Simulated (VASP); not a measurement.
## SiNi: single point with LDA

SiNi:

```
Si Ni
1.0
     4.50369    0.00000    0.00000
     0.00000    4.50369    0.00000
     0.00000    0.00000    4.50369
Si Ni
4 4
Direct
  0.65317 0.15317 0.34683
  0.15317 0.34683 0.65317
  0.34683 0.65317 0.15317
  0.84683 0.84683 0.84683
  0.35050 0.85050 0.64950
  0.85050 0.64950 0.35050
  0.64950 0.35050 0.85050
  0.14950 0.14950 0.14950
```

```yaml
Program: VASP 6.6.1
Task: single point
Functional: LDA
Potentials_or_basis: VASP PAW LDA potentials, release 64 (Si, Ni)
Cutoff: 520 eV
k_mesh: 4 × 4 × 4
Occupations: gaussian, width 0.1 eV
Spin: no spin polarisation
```

| Quantity | Value |
| --- | --- |
| Pressure | -8.9 GPa |
| Largest force | 0.063 eV/Å |
| Band gap on the k mesh | zero (bands 28 and 29 overlap by 1.18 eV) |

Forces on the atoms (eV/Å):
```
Si   0.036  0.036 -0.036
Si   0.036 -0.036  0.036
Si  -0.036  0.036  0.036
Si  -0.036 -0.036 -0.036
Ni   0.019  0.019 -0.019
Ni   0.019 -0.019  0.019
Ni  -0.019  0.019  0.019
Ni  -0.019 -0.019 -0.019
```

Levels at points of the mesh, in eV from the Fermi level:
```
           k point  band 24  band 25  band 26  band 27  band 28  band 29  band 30  band 31  band 32  band 33
(0.00, 0.00, 0.00)    -2.32    -1.67    -1.67    -1.67     0.91     0.91     0.91     1.35     1.35     1.98
(0.50, 0.00, 0.00)    -2.18    -2.04    -2.04    -0.66    -0.66    -0.27    -0.27     2.69     2.69     2.84
(0.50, 0.50, 0.00)    -2.47    -1.57    -1.57    -1.02    -1.02     0.27     0.27     0.81     0.81     3.86
(0.50, 0.50, 0.50)    -2.70    -1.83    -1.83    -1.83    -1.83     4.09     4.09     4.09     4.09     4.47
```

Wall time 76 s on 1 thread of AMD EPYC 7R13 (shared host), peak memory 0.18 GiB.

Caveat: the cell stands under tension. Spin polarisation is off, so any magnetic state and its effect on volume and gap are missing.
